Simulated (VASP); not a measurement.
Write the native input for VASP 6.6.1 that does the following.

```
Task                   : single point
Functional             : PBE
Potentials or basis    : VASP PAW PBE potentials, release 64 (Sn_d, Se)
Cutoff                 : 520 eV
k mesh                 : 12 × 12 × 4
Occupations            : fermi-dirac, width 0.02 eV
Spin                   : no spin polarisation
Dipole correction      : no
Further INCAR settings : ALGO = Normal; EDIFF = 1e-06; NBANDS = 28
```

The structure of SnSe lies in POSCAR:

```
SnSe
1.0
    4.1677160967      0.0000000000      0.0000000000
   -2.0838580484      3.6093480155      0.0000000000
    0.0000000000      0.0000000000      7.5081356780
Sn Se
2 2
Direct
    0.0000000000      0.0000000000      0.0000000000
    0.0000000000      0.0000000000      0.5000000000
    0.3333333333      0.6666666667      0.2500000000
    0.6666666667      0.3333333333      0.7500000000
```

These files were run (other wordings do the same):

INCAR

```
SYSTEM = SnSe
ALGO     = Normal         ! electronic algorithm
EDIFF    = 1E-6           ! SCF threshold, eV
ENCUT    = 520            ! plane-wave cutoff, eV
GGA      = PE             ! functional
ISIF     = 2              ! what is computed and relaxed
ISMEAR   = -1             ! smearing method
LASPH    = .True.         ! aspherical terms in the spheres
LCHARG   = .True.         ! write CHGCAR
LELF     = .True.         ! ELF
LREAL    = .False.        ! projectors in reciprocal space
LVHAR    = .True.       
LWAVE    = .False.        ! write WAVECAR
NBANDS   = 28             ! bands
NELM     = 100            ! most SCF steps
PREC     = Accurate       ! precision mode
SIGMA    = 0.02           ! smearing width, eV
```

KPOINTS

```
k-points
0
Gamma
  12 12 4
  0 0 0
```

Potentials or basis: VASP PAW PBE potentials, release 64 (Sn_d, Se).

Launch:

```sh
$ cat potpaw_PBE.64/Sn_d/POTCAR potpaw_PBE.64/Se/POTCAR > POTCAR
$ mpirun -np 1 vasp_std > vasp.out
```

Results of the run:

```json
{
  "Pressure": "0.0 GPa",
  "Band gap on the k mesh": "zero (band 20 reaches 5.91 eV, above the bottom of band 21 at 5.18 eV)"
}
```

Caveat: spin-orbit coupling is left out, which moves the levels of the heavy elements.

It took 86 s on 1 thread of Intel(R) Xeon(R) Platinum 8375C CPU @ 2.90GHz (Ice Lake), on a shared host, peak memory 0.32 GiB.
